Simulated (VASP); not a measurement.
# CdS (P3m1) in VASP: single point with PBEsol

Aim: the single point of CdS with PBEsol.

Everything below comes from runs of VASP 6.6.1. Logs are shortened: lines on timing, memory, paths and dates and some standing lists are left out, and cuts for length are marked.

### 1 The cell of the first run

Symmetry: P3m1, No. 156, trigonal system. The conventional cell has a = 4.186 Å, b = 4.186 Å, c = 5.807 Å, α = 90.00°, β = 90.00°, γ = 120.00°. Cd (site symmetry 3m) has 3 S at 2.42 Å within 3.2 Å. S (site symmetry 3m) has 3 Cd at 2.42 Å within 3.2 Å.

### 2 Single point, PBEsol

The input, INCAR:

```
SYSTEM = CdS
PREC = Accurate
ENCUT = 630
EDIFF = 1E-6
ISMEAR = 0
SIGMA = 0.01
LREAL = .False.
LASPH = .True.
NELM = 120
ALGO = Normal
ISIF = 2
LWAVE = .False.
LCHARG = .True.
GGA = PS
LELF = .True.
LVHAR = .True.
NBANDS = 20
GGA_COMPAT = .False.
```

The input, KPOINTS:

```
regular mesh
0
Gamma
  6 6 4
  0 0 0
```

The input, POSCAR:

```
CdS
1.0
    4.1857258807      0.0000000000      0.0000000000
   -2.0928629404      3.6249449460      0.0000000000
    0.0000000000      0.0000000000      5.8066754782
Cd S
1 1
Direct
    0.0000000000      0.0000000000      0.4423670278
    0.6666666667      0.3333333333      0.4346329722
```

Potentials or basis: VASP PAW PBE potentials, release 64 (Cd_sv_GW, S).

Launch:

```sh
$ cat potpaw_PBE.64/Cd_sv_GW/POTCAR potpaw_PBE.64/S/POTCAR > POTCAR
$ mpirun -np 1 vasp_std > vasp.out
```

OUTCAR:

```text
SYSTEM = CdS
   PREC = Accurate
   ENCUT = 630
   EDIFF = 1E-6
   ISMEAR = 0
   LREAL = .False.
   LASPH = .True.
   NELM = 120
   ISIF = 2
   GGA = PS

 ion  position               nearest neighbor table
   1  0.000  0.000  0.442-   2 2.42   2 2.42   2 2.42
   2  0.667  0.333  0.435-   1 2.42   1 2.42   1 2.42

  LATTYP: Found a hexagonal cell.
 ALAT       =     4.1857258807
 C/A-ratio  =     1.3872565103

  Lattice vectors:

 A1 = (   4.1857258807,   0.0000000000,   0.0000000000)
 A2 = (  -2.0928629404,   3.6249449460,   0.0000000000)
 A3 = (   0.0000000000,   0.0000000000,   5.8066754782)

Analysis of symmetry for initial positions (statically):
=====================================================================
 Subroutine PRICEL returns:
 Original cell was already a primitive cell.

 Routine SETGRP: Setting up the symmetry group for a
 hexagonal supercell.

 Subroutine GETGRP returns: Found  6 space group operations
 (whereof  6 operations were pure point group operations)
 out of a pool of 24 trial point group operations.

The static configuration has the point symmetry C_3v.

Analysis of symmetry for dynamics (positions and initial velocities):
=====================================================================
 Subroutine PRICEL returns:
 Original cell was already a primitive cell.

 Routine SETGRP: Setting up the symmetry group for a
 hexagonal supercell.

 Subroutine GETGRP returns: Found  6 space group operations
 (whereof  6 operations were pure point group operations)
 out of a pool of 24 trial point group operations.

The dynamic configuration has the point symmetry C_3v.

 Subroutine INISYM returns: Found  6 space group operations
 (whereof  6 operations are pure point group operations),
 and found     1 'primitive' translations

----------------------------------------------------------------------------------------

                                     Primitive cell

  volume of cell :      88.1048

  direct lattice vectors                    reciprocal lattice vectors
     4.185725881  0.000000000  0.000000000     0.238907188  0.137933129  0.000000000
    -2.092862940  3.624944946  0.000000000     0.000000000  0.275866259  0.000000000
     0.000000000  0.000000000  5.806675478     0.000000000  0.000000000  0.172215583

  length of vectors
     4.185725881  4.185725881  5.806675478     0.275866259  0.275866259  0.172215583

  position of ions in fractional coordinates (direct lattice)
     0.000000000  0.000000000  0.442367028
     0.666666667  0.333333333  0.434632972

  ion indices of the primitive-cell ions
   primitive index   ion index
                 1           1
                 2           2

----------------------------------------------------------------------------------------

 KPOINTS: regular mesh

Automatic generation of k-mesh.
 Grid dimensions read from file:
 generate k-points for:    6    6    4

 Generating k-lattice:

  Cartesian coordinates                     Fractional coordinates (reciprocal lattice)
     0.039817865  0.022988855  0.000000000     0.166666667  0.000000000  0.000000000
     0.000000000  0.045977710  0.000000000     0.000000000  0.166666667  0.000000000
     0.000000000  0.000000000  0.043053896     0.000000000  0.000000000  0.250000000

  Length of vectors
     0.045977710  0.045977710  0.043053896

  Shift w.r.t. Gamma in fractional coordinates (k-lattice)
     0.000000000  0.000000000  0.000000000

 Subroutine IBZKPT returns following result:
 ===========================================

 Found     24 irreducible k-points:

 Following reciprocal coordinates:
            Coordinates               Weight
  0.000000  0.000000  0.000000      1.000000
  0.166667  0.000000  0.000000      6.000000
  0.333333  0.000000  0.000000      6.000000
  0.500000  0.000000  0.000000      3.000000
  0.166667  0.166667  0.000000      6.000000
  0.333333  0.166667  0.000000     12.000000
[... 16 lines left out ...]
  0.333333  0.166667  0.500000     12.000000
  0.333333  0.333333  0.500000      2.000000
   k-points           NKPTS =     24   k-points in BZ     NKDIM =     24   number of bands    NBANDS=     20
   number of dos      NEDOS =    301   number of ions     NIONS =      2
   total plane-waves  NPLWV =  62208
   dimension x,y,z NGX =    36 NGY =   36 NGZ =   48
   dimension x,y,z NGXF=    72 NGYF=   72 NGZF=   96
   ions per type =               1   1
   NGX,Y,Z   is equivalent  to a cutoff of  14.30, 14.30, 13.74 a.u.
   NGXF,Y,Z  is equivalent  to a cutoff of  28.60, 28.60, 27.48 a.u.
 SYSTEM =  CdS
   PREC   = accura    normal or accurate (medium, high low for compatibility)
   ISTART =      0    job   : 0-new  1-cont  2-samecut
   ICHARG =      2    charge: 1-file 2-atom 10-const
   ISPIN  =      1    spin polarized calculation?
   LNONCOLLINEAR =      F non collinear calculations
   LSORBIT =      F    spin-orbit coupling
   LASPH  =      T    aspherical Exc in radial PAW
   ENCUT  =  630.0 eV  46.30 Ry    6.80 a.u.   8.57  8.57 11.88*2*pi/ulx,y,z
   NELM   =    120;   NELMIN=  2; NELMDL= -5     # of ELM steps
   EDIFF  = 0.1E-05   stopping-criterion for ELM
   LREAL  =      F    real-space projection
   EDIFFG = 0.1E-04   stopping-criterion for IOM
   NSW    =      0    number of steps for IOM
   IBRION =     -1    ionic relax: 0-MD 1-quasi-New 2-CG
   NFREE  =      0    steps in history (QN), initial steepest desc. (CG)
   ISIF   =      2    stress and relaxation
   ISYM   =      2    0-nonsym 1-usesym 2-fastsym
   POTIM  = 0.5000    time-step for ionic-motion
   TEBEG  =    0.0;   TEEND  =   0.0 temperature during run
   PSTRESS=    0.0 pullay stress
   NELECT =      26.0000    total number of electrons
   NUPDOWN=      -1.0000    fix difference up-down
   EMIN   =  10.00;   EMAX   =-10.00  energy-range for DOS
   EFERMI =   0.00;   METHOD = LEGACY
   ISMEAR =     0;   SIGMA  =   0.01  broadening in eV -4-tet -1-fermi 0-gaus
   EFERMI_NEDOS =   21; number of points for ismear=-14 and -15
   IALGO  =     38    algorithm
   IMIX   =      4    mixing-type and parameters
     AMIX     =   0.40;   BMIX     =  1.00
     AMIX_MAG =   1.60;   BMIX_MAG =  1.00
  volume/ion in A,a.u.               =      44.05       297.28
  Fermi-wavevector in a.u.,A,eV,Ry     =   1.089932  2.059673 16.163062  1.187952
  Thomas-Fermi vector in A             =   2.226146
   LORBIT       =      0    0 simple, 1 ext, 2 COOP (PROOUT), +10 PAW based schemes
   GGA     = PS    functional components
   LHFCALC =     F    Hartree Fock is set to
   AEXX    =    0.0000 exact exchange contribution
   IVDW    =     0    specifies the selected vdW correction
   LEPSILON=     F    determine dielectric tensor
   LRPA    =     F    only Hartree local field effects (RPA)
 non-spin polarized calculation
 Gauss-broadening in eV      SIGMA  =   0.01
  energy-cutoff  :      630.00
  volume of cell :       88.10
 maximum number of plane-waves:      3204
 NGX is ok and might be reduce to    36
   NGX = 17   NGY = 17   NGZ = 23

 number of electron      25.9999993 magnetization

 Free energy of the ion-electron system (eV)
  ---------------------------------------------------
  ext. energy  EPLUGINS =         0.00000000
  ---------------------------------------------------
  free energy    TOTEN  =        -6.27786821 eV

  energy without entropy =       -6.27786821  energy(sigma->0) =       -6.27786821

 E-fermi :  -1.0084     XC(G=0):  -6.3494

 val. band max:       -1.0876054600   @ k =   0.0000   0.0000   0.5000
 cond. band min:       0.4283259932   @ k =   0.0000   0.0000   0.0000
 fundamental gap:      1.5159314533
 Fermi energy:        -1.0084017646

 k-point     1 :       0.0000    0.0000    0.0000
  band No.  band energies     occupation
      1    -102.3557      2.00000
      2     -63.5035      2.00000
      3     -63.4178      2.00000
      4     -63.4178      2.00000
      5     -12.9912      2.00000
      6      -8.9397      2.00000
[... 12 lines left out ...]
     19       9.9208      0.00000
     20      10.5242      0.00000

 k-point     2 :       0.1667    0.0000    0.0000
  band No.  band energies     occupation
      1    -102.3557      2.00000
      2     -63.5035      2.00000
      3     -63.4180      2.00000
      4     -63.4179      2.00000
      5     -12.8956      2.00000
      6      -8.8919      2.00000
[... 12 lines left out ...]
     19      10.2829      0.00000
     20      10.5013      0.00000

 k-point     3 :       0.3333    0.0000    0.0000
  band No.  band energies     occupation
      1    -102.3557      2.00000
      2     -63.5035      2.00000
      3     -63.4182      2.00000
      4     -63.4179      2.00000
      5     -12.7022      2.00000
      6      -8.7148      2.00000
[... 12 lines left out ...]
     19       9.1639      0.00000
     20       9.5148      0.00000

 k-point     4 :       0.5000    0.0000    0.0000
  band No.  band energies     occupation
      1    -102.3557      2.00000
      2     -63.5035      2.00000
      3     -63.4183      2.00000
      4     -63.4180      2.00000
      5     -12.6053      2.00000
      6      -8.5939      2.00000
[... 12 lines left out ...]
     19       9.3125      0.00000
     20       9.7234      0.00000

 k-point     5 :       0.1667    0.1667    0.0000
  band No.  band energies     occupation
      1    -102.3557      2.00000
      2     -63.5035      2.00000
      3     -63.4181      2.00000
      4     -63.4179      2.00000
      5     -12.7507      2.00000
      6      -8.8134      2.00000
[... 12 lines left out ...]
     19       8.9007      0.00000
     20      10.0681      0.00000
[... 353 lines left out ...]
      6      -8.5939      2.00000
[... 12 lines left out ...]
     19       9.1849      0.00000
     20       9.9443      0.00000

 k-point    22 :       0.1667    0.1667    0.5000
  band No.  band energies     occupation
      1    -102.3557      2.00000
      2     -63.5035      2.00000
      3     -63.4181      2.00000
      4     -63.4179      2.00000
      5     -12.7480      2.00000
      6      -8.8131      2.00000
[... 12 lines left out ...]
     19       8.3402      0.00000
     20       8.8678      0.00000

 k-point    23 :       0.3333    0.1667    0.5000
  band No.  band energies     occupation
      1    -102.3557      2.00000
      2     -63.5035      2.00000
      3     -63.4182      2.00000
      4     -63.4180      2.00000
      5     -12.6032      2.00000
      6      -8.6702      2.00000
[... 12 lines left out ...]
     19       9.2305      0.00000
     20       9.4706      0.00000

 k-point    24 :       0.3333    0.3333    0.5000
  band No.  band energies     occupation
      1    -102.3557      2.00000
      2     -63.5035      2.00000
      3     -63.4182      2.00000
      4     -63.4181      2.00000
      5     -12.5554      2.00000
      6      -8.6060      2.00000
[... 12 lines left out ...]
     19       8.3922      0.00000
     20       9.6238      0.00000

------------------------ aborting loop because EDIFF is reached ----------------------------------------

  FORCE on cell =-STRESS in cart. coord.  units (eV):
  Direction    XX          YY          ZZ          XY          YZ          ZX
  --------------------------------------------------------------------------------------
  -------------------------------------------------------------------------------------
  Total       -0.0059722     -0.0059722     -0.0362705      0.0000000      0.0000000     -0.0000000
  in kB       -0.1086042     -0.1086042     -0.6595752      0.0000000      0.0000000     -0.0000000
  external PRESSURE =      -0.2922612 kB  Pullay stress =       0.0000000 kB

 VOLUME and BASIS-vectors are now :
 -----------------------------------------------------------------------------
  energy-cutoff  :      630.00
  volume of cell :       88.10
      direct lattice vectors                 reciprocal lattice vectors
     4.185725881  0.000000000  0.000000000     0.238907188  0.137933129  0.000000000
    -2.092862940  3.624944946  0.000000000     0.000000000  0.275866259  0.000000000
     0.000000000  0.000000000  5.806675478     0.000000000  0.000000000  0.172215583

 POSITION                                       TOTAL-FORCE (eV/Angst)
 -----------------------------------------------------------------------------------
      0.00000      0.00000      2.56868        -0.000000      0.000000     -0.003224
      2.09286      1.20831      2.52377         0.000000     -0.000000      0.003224
 -----------------------------------------------------------------------------------
    total drift:                               -0.000000     -0.000000      0.000404

  FREE ENERGIE OF THE ION-ELECTRON SYSTEM (eV)
  ---------------------------------------------------
  free  energy   TOTEN  =        -6.2778682056 eV

  energy  without entropy=       -6.2778682056  energy(sigma->0) =       -6.27786821
```

It took 37 s on 1 thread of Intel Xeon 6975P-C (Granite Rapids), shared host; peak memory 0.27 GiB.

Results:

```yaml
Free_energy: -6.2779 eV
Pressure: 0.0 GPa
Largest_force: 0.003 eV/Å
Band_gap_on_the_k_mesh: 1.52 eV
```

Forces on the atoms (eV/Å):
```
Cd   0.000  0.000 -0.003
S    0.000  0.000  0.003
```

Levels at points of the mesh, in eV from the valence-band top:
```
           k point  band 10  band 11  band 12  band 13  band 14  band 15  band 16  band 17
(0.00, 0.00, 0.00)    -6.98    -1.30     0.00     0.00     1.52     5.56     6.88     6.88
(0.50, 0.00, 0.00)    -6.82    -3.86    -1.47    -0.30     3.72     5.01     6.85     7.42
(0.00, 0.00, 0.50)    -6.97    -1.50     0.00     0.00     1.80     5.08     6.92     6.92
(0.50, 0.00, 0.50)    -6.82    -3.83    -1.46    -0.40     3.87     4.18     7.82     8.09
```

Caveat: the PAW data sets were made with another functional, which shifts forces and pressure a little.
